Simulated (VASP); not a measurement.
## HfB: single point with PBEsol

The system is HfB.

```
Hf B
1.0
     0.00000    2.21049    2.27979
     2.21049    0.00000    2.27979
     2.21049    2.21049    0.00000
Hf B
1 1
Direct
  0.51299 0.51299 0.48701
  0.98701 0.98701 0.01299
```

This cell differs from its parent crystal: strained and its atoms moved.

```yaml
Program: VASP 6.6.1
Task: single point
Functional: PBEsol
Potentials_or_basis: VASP PAW PBE potentials, release 64 (Hf_pv, B)
Cutoff: 520 eV
k_mesh: 14 × 14 × 14
Occupations: gaussian, width 0.1 eV
Spin: no spin polarisation
```

* Pressure: 58.8 GPa
* Largest force: 1.434 eV/Å
* Band gap on the k mesh: zero (an odd number of electrons rules out a gap without spin polarisation)

Forces in eV/Å, atoms in the order of the input:
```
Hf   0.000  0.000 -1.434
B    0.000  0.000  1.434
```

Stress tensor (GPa, compression positive):
```
63.82  0.00  0.00
 0.00 63.82  0.00
 0.00  0.00 48.89
```

Levels at points of the mesh, in eV from the Fermi level:
```csv
k point,band 3,band 4,band 5,band 6,band 7,band 8,band 9,band 10,band 11,band 12
"(0.00, 0.00, 0.00)",-27.72,-9.85,1.98,2.10,2.10,3.16,4.74,4.74,4.82,5.41
"(0.50, 0.00, 0.00)",-27.80,-5.38,-3.50,-1.62,-1.51,7.08,7.28,8.46,8.99,14.60
"(0.50, 0.50, 0.00)",-28.06,-7.02,-1.41,-0.74,2.98,2.98,6.91,8.78,8.78,10.44
"(0.50, 0.00, 0.50)",-28.08,-6.96,-1.61,-0.34,2.55,3.04,6.99,8.53,9.02,10.91
```

Wall time 44 s on 1 thread of Intel(R) Xeon(R) Platinum 8488C (Sapphire Rapids), on a shared host, peak memory 0.2 GiB.

Caveat: the cell differs from its parent crystal (strained and its atoms moved); the cell stands under pressure; the PAW data sets were made with another functional, which shifts forces and pressure a little; spin-orbit coupling is left out, which moves the levels of the heavy elements.
